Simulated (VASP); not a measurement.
## Ca: relaxation of cell and atoms with r2SCAN

Crystal: Ca.

```xyz
1
Lattice="-2.2052 2.2052 2.1961 2.2052 -2.2052 2.1961 2.2052 2.2052 -2.1961" Properties=species:S:1:pos:R:3 pbc="T T T"
Ca    0.0000    0.0000    2.1961
```

| Item | Value |
| --- | --- |
| Program | VASP 6.6.1 |
| Task | relaxation of cell and atoms |
| Functional | r2SCAN |
| Potentials or basis | VASP PAW PBE potentials, release 64 (Ca_sv) |
| Cutoff | 600 eV |
| k mesh | 14 × 14 × 14 |
| Occupations | gaussian, width 0.1 eV |
| Spin | no spin polarisation |
| Dipole correction | no |
| Further INCAR settings | ALGO = Normal; EDIFF = 1e-06; IBRION = 2; EDIFFG = -0.005; NSW = 100; ISIF = 3 |

```yaml
Relaxed_volume: 43.47 Å³/atom
Relaxed_cell: a = 3.836 Å, b = 3.836 Å, c = 3.836 Å, α = 109.36°, β = 109.36°, γ = 109.70°
Space_group_after_relaxing_to_0.05_Å: Im-3m (No. 229)
Energy_gained_by_relaxing: 0.8 meV/atom
Ionic_steps: 3
Pressure_after_relaxing: 0.0 GPa
Band_gap_on_the_k_mesh: zero (band 5 reaches 2.18 eV, above the bottom of band 6 at 1.76 eV)
```

Step by step:
| step | energy change (eV) | largest force (eV/Å) | pressure (GPa) | volume (Å³) |
| --- | --- | --- | --- | --- |
| 1 | 0.0000 | 0.0000 | 0.32 | 42.72 |
| 2 | -0.0007 | 0.0000 | 0.10 | 43.25 |
| 3 | -0.0008 | 0.0000 | 0.00 | 43.47 |

Final structure:
```
Ca
1.0
    -2.21811    2.21811    2.20868
     2.21811   -2.21811    2.20868
     2.21811    2.21811   -2.20868
Ca
1
Direct
  0.50000 0.50000 0.00000
```

Levels at points of the mesh, in eV from the Fermi level:
| k point | band 1 | band 2 | band 3 | band 4 | band 5 | band 6 | band 7 | band 8 | band 9 |
| --- | --- | --- | --- | --- | --- | --- | --- | --- | --- |
| (0.00, 0.00, 0.00) | -43.90 | -23.93 | -23.93 | -23.93 | -4.28 | 2.61 | 2.63 | 2.63 | 3.68 |
| (0.50, 0.00, 0.00) | -43.89 | -24.07 | -23.98 | -23.93 | -0.84 | -0.15 | 1.59 | 3.61 | 3.98 |
| (0.50, 0.50, 0.00) | -43.89 | -24.07 | -23.98 | -23.93 | -0.85 | -0.17 | 1.61 | 3.58 | 3.97 |
| (0.50, 0.50, 0.50) | -43.88 | -24.03 | -24.03 | -24.03 | 0.16 | 0.17 | 4.04 | 4.04 | 4.11 |

Run time: 7.2 min on 1 thread of Intel(R) Xeon(R) 6975P-C (Granite Rapids), with other jobs on the host, peak memory 0.26 GiB.

Caveat: the PAW data sets were made with another functional, which shifts forces and pressure a little.
